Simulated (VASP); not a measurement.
A run of VASP 6.6.1 is set up as follows.

The input INCAR:

```
SYSTEM = Ta
PREC = Accurate
ENCUT = 520
EDIFF = 1E-6
ISMEAR = -1
SIGMA = 0.2
LREAL = .FALSE.
LASPH = .TRUE.
NELM = 100
ALGO = Normal
ISIF = 2
LWAVE = .FALSE.
LCHARG = .FALSE.
NBANDS = 12
```

The input KPOINTS:

```
Automatic mesh
0
G
  14 14 14
  0 0 0
```

The input POSCAR:

```
Ta
1.0
   -1.6276710318      1.6276710318      1.6276710318
    1.6276710318     -1.6276710318      1.6276710318
    1.6276710318      1.6276710318     -1.6276710318
Ta
1
Direct
    0.0000000000      0.0000000000      0.0000000000
```

Potentials or basis: VASP PAW LDA potentials, release 64 (Ta_pv).

The run is started by

```console
$ cat potpaw_LDA.64/Ta_pv/POTCAR > POTCAR
$ mpirun -np 1 vasp_std > vasp.out
```

(1) Estimate the pressure.

Answers

(1) 1.3 GPa.
